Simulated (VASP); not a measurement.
# CdS (F-43m) in VASP: a series of runs

CdS is run at these levels: PBE; tasks: single point.

Everything below comes from runs of VASP 6.6.1. Logs are shortened: lines on timing, memory, paths and dates and some standing lists are left out, and cuts for length are marked.

## Step 1: The cell of the first run

It takes space group F-43m (No. 216, cubic). The conventional cell has a = 5.965 Å, b = 5.965 Å, c = 5.965 Å, α = 90.00°, β = 90.00°, γ = 90.00°. Within 3.4 Å of Cd (site symmetry -43m) lie 4 S at 2.58 Å. Within 3.4 Å of S (site symmetry -43m) lie 4 Cd at 2.58 Å.

## Step 2: Single point, PBE

The input, INCAR:

```
SYSTEM = CdS
PREC = Accurate
ENCUT = 500
EDIFF = 1E-6
ISMEAR = 0
SIGMA = 0.05
LREAL = .False.
LASPH = .True.
NELM = 120
ALGO = Normal
ISIF = 2
LWAVE = .False.
LCHARG = .False.
GGA = PE
NBANDS = 16
GGA_COMPAT = .False.
```

The input, KPOINTS:

```
regular mesh
0
Gamma
  6 6 6
  0 0 0
```

The input, POSCAR:

```
CdS
1.0
    0.0000000000      2.9824758312      2.9824758312
    2.9824758312      0.0000000000      2.9824758312
    2.9824758312      2.9824758312      0.0000000000
Cd S
1 1
Direct
    0.0000000000      0.0000000000      0.0000000000
    0.2500000000      0.2500000000      0.2500000000
```

Potentials or basis: VASP PAW PBE potentials, release 64 (Cd, S).

Launch:

```sh
cat potpaw_PBE.64/Cd/POTCAR potpaw_PBE.64/S/POTCAR > POTCAR
mpirun -np 1 vasp_std > vasp.out
```

OUTCAR:

```text
SYSTEM = CdS
   PREC = Accurate
   ENCUT = 500
   EDIFF = 1E-6
   ISMEAR = 0
   LREAL = .False.
   LASPH = .True.
   NELM = 120
   ISIF = 2
   GGA = PE

 ion  position               nearest neighbor table
   1  0.000  0.000  0.000-   2 2.58   2 2.58   2 2.58   2 2.58
   2  0.250  0.250  0.250-   1 2.58   1 2.58   1 2.58   1 2.58

  LATTYP: Found a face centered cubic cell.
 ALAT       =     5.9649516624

  Lattice vectors:

 A1 = (   0.0000000000,   2.9824758312,   2.9824758312)
 A2 = (   2.9824758312,   0.0000000000,   2.9824758312)
 A3 = (   2.9824758312,   2.9824758312,   0.0000000000)

Analysis of symmetry for initial positions (statically):
=====================================================================
 Subroutine PRICEL returns:
 Original cell was already a primitive cell.

 Routine SETGRP: Setting up the symmetry group for a
 face centered cubic supercell.

 Subroutine GETGRP returns: Found 24 space group operations
 (whereof 24 operations were pure point group operations)
 out of a pool of 48 trial point group operations.

The static configuration has the point symmetry T_d .

Analysis of symmetry for dynamics (positions and initial velocities):
=====================================================================
 Subroutine PRICEL returns:
 Original cell was already a primitive cell.

 Routine SETGRP: Setting up the symmetry group for a
 face centered cubic supercell.

 Subroutine GETGRP returns: Found 24 space group operations
 (whereof 24 operations were pure point group operations)
 out of a pool of 48 trial point group operations.

The dynamic configuration has the point symmetry T_d .

 Subroutine INISYM returns: Found 24 space group operations
 (whereof 24 operations are pure point group operations),
 and found     1 'primitive' translations

----------------------------------------------------------------------------------------

                                     Primitive cell

  volume of cell :      53.0592

  direct lattice vectors                    reciprocal lattice vectors
     0.000000000  2.982475831  2.982475831    -0.167645952  0.167645952  0.167645952
     2.982475831  0.000000000  2.982475831     0.167645952 -0.167645952  0.167645952
     2.982475831  2.982475831  0.000000000     0.167645952  0.167645952 -0.167645952

  length of vectors
     4.217857770  4.217857770  4.217857770     0.290371307  0.290371307  0.290371307

  position of ions in fractional coordinates (direct lattice)
     0.000000000  0.000000000  0.000000000
     0.250000000  0.250000000  0.250000000

  ion indices of the primitive-cell ions
   primitive index   ion index
                 1           1
                 2           2

----------------------------------------------------------------------------------------

 KPOINTS: regular mesh

Automatic generation of k-mesh.
 Grid dimensions read from file:
 generate k-points for:    6    6    6

 Generating k-lattice:

  Cartesian coordinates                     Fractional coordinates (reciprocal lattice)
    -0.027940992  0.027940992  0.027940992     0.166666667  0.000000000  0.000000000
     0.027940992 -0.027940992  0.027940992     0.000000000  0.166666667  0.000000000
     0.027940992  0.027940992 -0.027940992     0.000000000  0.000000000  0.166666667

  Length of vectors
     0.048395218  0.048395218  0.048395218

  Shift w.r.t. Gamma in fractional coordinates (k-lattice)
     0.000000000  0.000000000  0.000000000

 Subroutine IBZKPT returns following result:
 ===========================================

 Found     16 irreducible k-points:

 Following reciprocal coordinates:
            Coordinates               Weight
  0.000000  0.000000  0.000000      1.000000
  0.166667  0.000000  0.000000      8.000000
  0.333333  0.000000  0.000000      8.000000
  0.500000  0.000000  0.000000      4.000000
  0.166667  0.166667  0.000000      6.000000
  0.333333  0.166667  0.000000     24.000000
[... 8 lines left out ...]
 -0.333333  0.333333  0.166667     24.000000
 -0.333333  0.500000  0.166667     12.000000
   k-points           NKPTS =     16   k-points in BZ     NKDIM =     16   number of bands    NBANDS=     16
   number of dos      NEDOS =    301   number of ions     NIONS =      2
   total plane-waves  NPLWV =  32768
   dimension x,y,z NGX =    32 NGY =   32 NGZ =   32
   dimension x,y,z NGXF=    64 NGYF=   64 NGZF=   64
   ions per type =               1   1
   NGX,Y,Z   is equivalent  to a cutoff of  12.61, 12.61, 12.61 a.u.
   NGXF,Y,Z  is equivalent  to a cutoff of  25.23, 25.23, 25.23 a.u.
 SYSTEM =  CdS
   PREC   = accura    normal or accurate (medium, high low for compatibility)
   ISTART =      0    job   : 0-new  1-cont  2-samecut
   ICHARG =      2    charge: 1-file 2-atom 10-const
   ISPIN  =      1    spin polarized calculation?
   LNONCOLLINEAR =      F non collinear calculations
   LSORBIT =      F    spin-orbit coupling
   LASPH  =      T    aspherical Exc in radial PAW
   ENCUT  =  500.0 eV  36.75 Ry    6.06 a.u.   7.69  7.69  7.69*2*pi/ulx,y,z
   NELM   =    120;   NELMIN=  2; NELMDL= -5     # of ELM steps
   EDIFF  = 0.1E-05   stopping-criterion for ELM
   LREAL  =      F    real-space projection
   EDIFFG = 0.1E-04   stopping-criterion for IOM
   NSW    =      0    number of steps for IOM
   IBRION =     -1    ionic relax: 0-MD 1-quasi-New 2-CG
   NFREE  =      0    steps in history (QN), initial steepest desc. (CG)
   ISIF   =      2    stress and relaxation
   ISYM   =      2    0-nonsym 1-usesym 2-fastsym
   POTIM  = 0.5000    time-step for ionic-motion
   TEBEG  =    0.0;   TEEND  =   0.0 temperature during run
   PSTRESS=    0.0 pullay stress
   NELECT =      18.0000    total number of electrons
   NUPDOWN=      -1.0000    fix difference up-down
   EMIN   =  10.00;   EMAX   =-10.00  energy-range for DOS
   EFERMI =   0.00;   METHOD = LEGACY
   ISMEAR =     0;   SIGMA  =   0.05  broadening in eV -4-tet -1-fermi 0-gaus
   EFERMI_NEDOS =   21; number of points for ismear=-14 and -15
   IALGO  =     38    algorithm
   IMIX   =      4    mixing-type and parameters
     AMIX     =   0.40;   BMIX     =  1.00
     AMIX_MAG =   1.60;   BMIX_MAG =  1.00
  volume/ion in A,a.u.               =      26.53       179.03
  Fermi-wavevector in a.u.,A,eV,Ry     =   1.141770  2.157633 17.737090  1.303639
  Thomas-Fermi vector in A             =   2.278470
   LORBIT       =      0    0 simple, 1 ext, 2 COOP (PROOUT), +10 PAW based schemes
   GGA     = PE    functional components
   LHFCALC =     F    Hartree Fock is set to
   AEXX    =    0.0000 exact exchange contribution
   IVDW    =     0    specifies the selected vdW correction
   LEPSILON=     F    determine dielectric tensor
   LRPA    =     F    only Hartree local field effects (RPA)
 non-spin polarized calculation
 Gauss-broadening in eV      SIGMA  =   0.05
  energy-cutoff  :      500.00
  volume of cell :       53.06
 maximum number of plane-waves:      1363
   NGX = 15   NGY = 15   NGZ = 15

 number of electron      17.9999996 magnetization

 Free energy of the ion-electron system (eV)
  ---------------------------------------------------
  ext. energy  EPLUGINS =         0.00000000
  ---------------------------------------------------
  free energy    TOTEN  =        -6.14375912 eV

  energy without entropy =       -6.14375912  energy(sigma->0) =       -6.14375912

 E-fermi :   0.9974     XC(G=0):  -8.8385

 val. band max:        0.7666969354   @ k =   0.0000   0.0000   0.0000
 cond. band min:       1.7648855901   @ k =   0.0000   0.0000   0.0000
 fundamental gap:      0.9981886547
 Fermi energy:         0.9973927715

 k-point     1 :       0.0000    0.0000    0.0000
  band No.  band energies     occupation
      1     -11.2147      2.00000
      2      -6.7473      2.00000
      3      -6.7473      2.00000
      4      -6.7473      2.00000
      5      -6.3539      2.00000
      6      -6.3539      2.00000
[... 8 lines left out ...]
     15      12.1389      0.00000
     16      12.1389      0.00000

 k-point     2 :       0.1667    0.0000    0.0000
  band No.  band energies     occupation
      1     -11.1234      2.00000
      2      -6.7159      2.00000
      3      -6.7159      2.00000
      4      -6.6541      2.00000
      5      -6.3543      2.00000
      6      -6.3543      2.00000
[... 8 lines left out ...]
     15      11.3882      0.00000
     16      12.3917      0.00000

 k-point     3 :       0.3333    0.0000    0.0000
  band No.  band energies     occupation
      1     -10.9403      2.00000
      2      -6.6647      2.00000
      3      -6.6647      2.00000
      4      -6.3399      2.00000
      5      -6.3399      2.00000
      6      -6.3323      2.00000
[... 8 lines left out ...]
     15      11.7701      0.00000
     16      11.7701      0.00000

 k-point     4 :       0.5000    0.0000    0.0000
  band No.  band energies     occupation
      1     -10.8494      2.00000
      2      -6.6470      2.00000
      3      -6.6470      2.00000
      4      -6.3229      2.00000
      5      -6.3229      2.00000
      6      -6.0298      2.00000
[... 8 lines left out ...]
     15      13.1569      0.00000
     16      13.1569      0.00000
[... 172 lines left out ...]
 k-point    14 :       0.5000    0.3333    0.1667
  band No.  band energies     occupation
      1     -10.8235      2.00000
      2      -6.5899      2.00000
      3      -6.5807      2.00000
      4      -6.4263      2.00000
      5      -6.3207      2.00000
      6      -6.0910      2.00000
[... 8 lines left out ...]
     15      13.4757      0.00000
     16      13.7760      0.00000

 k-point    15 :      -0.3333    0.3333    0.1667
  band No.  band energies     occupation
      1     -10.7657      2.00000
      2      -6.5849      2.00000
      3      -6.5507      2.00000
      4      -6.3854      2.00000
      5      -6.3372      2.00000
      6      -5.8835      2.00000
[... 8 lines left out ...]
     15      13.0214      0.00000
     16      13.8488      0.00000

 k-point    16 :      -0.3333    0.5000    0.1667
  band No.  band energies     occupation
      1     -10.7375      2.00000
      2      -6.5492      2.00000
      3      -6.5241      2.00000
      4      -6.4157      2.00000
      5      -6.3183      2.00000
      6      -5.8589      2.00000
[... 8 lines left out ...]
     15      13.7586      0.00000
     16      13.8441      0.00000

------------------------ aborting loop because EDIFF is reached ----------------------------------------

  FORCE on cell =-STRESS in cart. coord.  units (eV):
  Direction    XX          YY          ZZ          XY          YZ          ZX
  --------------------------------------------------------------------------------------
  -------------------------------------------------------------------------------------
  Total       -0.2421895     -0.2421895     -0.2421895      0.0000000      0.0000000      0.0000000
  in kB       -7.3131615     -7.3131615     -7.3131615      0.0000000      0.0000000      0.0000000
  external PRESSURE =      -7.3131615 kB  Pullay stress =       0.0000000 kB

 VOLUME and BASIS-vectors are now :
 -----------------------------------------------------------------------------
  energy-cutoff  :      500.00
  volume of cell :       53.06
      direct lattice vectors                 reciprocal lattice vectors
     0.000000000  2.982475831  2.982475831    -0.167645952  0.167645952  0.167645952
     2.982475831  0.000000000  2.982475831     0.167645952 -0.167645952  0.167645952
     2.982475831  2.982475831  0.000000000     0.167645952  0.167645952 -0.167645952

 POSITION                                       TOTAL-FORCE (eV/Angst)
 -----------------------------------------------------------------------------------
      0.00000      0.00000      0.00000         0.000000      0.000000     -0.000000
      1.49124      1.49124      1.49124        -0.000000     -0.000000      0.000000
 -----------------------------------------------------------------------------------
    total drift:                                0.000000      0.000000     -0.000000

  FREE ENERGIE OF THE ION-ELECTRON SYSTEM (eV)
  ---------------------------------------------------
  free  energy   TOTEN  =        -6.1437591152 eV

  energy  without entropy=       -6.1437591152  energy(sigma->0) =       -6.14375912
```

Run time: 12 s. Hardware: 1 thread of Intel Xeon Platinum 8488C (Sapphire Rapids), shared host; peak memory 0.18 GiB.

What came out:

* Free energy: -6.1438 eV
* Pressure: -0.7 GPa
* Band gap on the k mesh: 1.00 eV, direct

Levels at points of the mesh, in eV from the valence-band top:
```tsv
k point	band 5	band 6	band 7	band 8	band 9	band 10	band 11	band 12	band 13	band 14
(0.00, 0.00, 0.00)	-7.12	-7.12	0.00	0.00	0.00	1.00	6.55	6.55	6.55	11.07
(0.50, 0.00, 0.00)	-7.09	-6.80	-4.01	-0.66	-0.66	2.90	7.00	7.00	7.27	10.88
(0.50, 0.50, 0.00)	-7.05	-6.74	-3.67	-1.66	-1.66	3.66	4.25	8.96	10.38	10.38
```

As with any semilocal functional, this PBE gap is likely too small.

## Step 3: Single point, PBE

This run uses another cell than the first one, of 26.02 Å³/atom, 0.981 times its volume.

The input, INCAR:

```
PREC = Accurate ; ENCUT = 500
EDIFF = 1E-6 ; ISMEAR = 0
SIGMA = 0.05 ; LREAL = False
LASPH = True ; NELM = 120
ALGO = Normal ; ISIF = 2
LWAVE = False ; LCHARG = False
GGA = PE ; NBANDS = 16
GGA_COMPAT = False
```

The input, KPOINTS:

```
regular mesh
0
Gamma
  6 6 6
```

The input, POSCAR:

```
CdS
1.0
    0.0000000000      2.9633725186      2.9633725186
    2.9633725186      0.0000000000      2.9633725186
    2.9633725186      2.9633725186      0.0000000000
Cd S
1 1
Direct
    0.0000000000      0.0000000000      0.0000000000
    0.2500000000      0.2500000000      0.2500000000
```

Potentials or basis: VASP PAW PBE potentials, release 64 (Cd, S).

Launch:

```sh
cat potpaw_PBE.64/Cd/POTCAR potpaw_PBE.64/S/POTCAR > POTCAR
mpirun -np 1 vasp_std > vasp.out
```

Run time: 11 s. Hardware: 1 thread of Intel Xeon Platinum 8488C (Sapphire Rapids), shared host; peak memory 0.17 GiB.

It converged, with:

| Item | Value |
| --- | --- |
| Free energy | -6.1450 eV |
| Pressure | 0.3 GPa |
| Band gap on the k mesh | 1.04 eV, direct |

Levels at points of the mesh, in eV from the valence-band top:
```csv
k point,band 7,band 8,band 9,band 10,band 11,band 12
"(0.00, 0.00, 0.00)",0.00,0.00,0.00,1.04,6.55,6.55
"(0.50, 0.00, 0.00)",-4.12,-0.69,-0.69,2.94,7.00,7.00
"(0.50, 0.50, 0.00)",-3.75,-1.72,-1.72,3.63,4.28,9.04
```

A hybrid or GW would open this gap; PBE tends to underestimate it.
